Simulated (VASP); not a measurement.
**BN: single point with r2SCAN**

The system is BN.

```xyz
4
Lattice="2.5440 0.0000 0.0000 -1.2720 2.2031 0.0000 0.0000 0.0000 4.2077" Properties=species:S:1:pos:R:3 pbc="T T T"
B     1.2720    0.7344    4.2069
B     0.0000    1.4688    2.1030
N     1.2720    0.9461    2.7068
N     0.0000    1.6805    0.6029
```

This cell differs from its parent crystal: all N atoms moved -0.225 Å, as atom 3 towards its neighbour atom 2 (B) at 1.561 Å.

- Program: VASP 6.6.1
- Task: single point
- Functional: r2SCAN
- Potentials or basis: VASP PAW PBE potentials, release 64 (B, N)
- Cutoff: 520 eV
- k mesh: 12 × 12 × 6
- Occupations: gaussian, width 0.05 eV
- Spin: no spin polarisation
- Dipole correction: no
- Further INCAR settings: ALGO = Normal; EDIFF = 1e-06; NBANDS = 16

```yaml
Pressure: 13.3 GPa
Largest_force: 5.760 eV/Å
Band_gap_on_the_k_mesh: 3.56 eV (least direct gap 7.14 eV)
```

Forces in eV/Å, atoms in the order of the input:
```
B    0.000  5.649  0.471
B    0.000  3.002  1.004
N    0.000 -2.909 -1.030
N    0.000 -5.743 -0.445
```

Stress tensor (GPa, compression positive):
```
 7.63  0.00  0.00
 0.00 24.73 -5.45
 0.00 -5.45  7.49
```

Levels at points of the mesh, in eV from the valence-band top:
| k point | band 6 | band 7 | band 8 | band 9 | band 10 | band 11 |
| --- | --- | --- | --- | --- | --- | --- |
| (0.00, 0.00, 0.00) | -2.22 | -0.28 | 0.00 | 7.44 | 7.45 | 8.15 |
| (0.50, 0.00, 0.00) | -6.54 | -5.56 | -2.38 | 5.21 | 5.90 | 9.00 |
| (0.00, 0.50, 0.00) | -6.38 | -6.18 | -2.80 | 6.29 | 6.95 | 9.26 |
| (0.00, 0.00, 0.50) | -3.15 | -0.74 | -0.62 | 7.16 | 7.61 | 8.13 |
| (0.50, 0.00, 0.50) | -5.71 | -3.89 | -3.50 | 5.14 | 5.60 | 8.55 |
| (0.00, 0.50, 0.50) | -5.53 | -4.77 | -4.14 | 5.42 | 6.53 | 8.55 |

Run time: 3 min on 1 thread of Intel Xeon 8259CL, with other jobs on the host, peak memory 0.2 GiB.

Caveat: the cell differs from its parent crystal (all N atoms moved -0.225 Å, as atom 3 towards its neighbour atom 2 (B) at 1.561 Å); the stress differs along the axes, from 7 to 25 GPa; the PAW data sets were made with another functional, which shifts forces and pressure a little. A k mesh can miss the band edges.
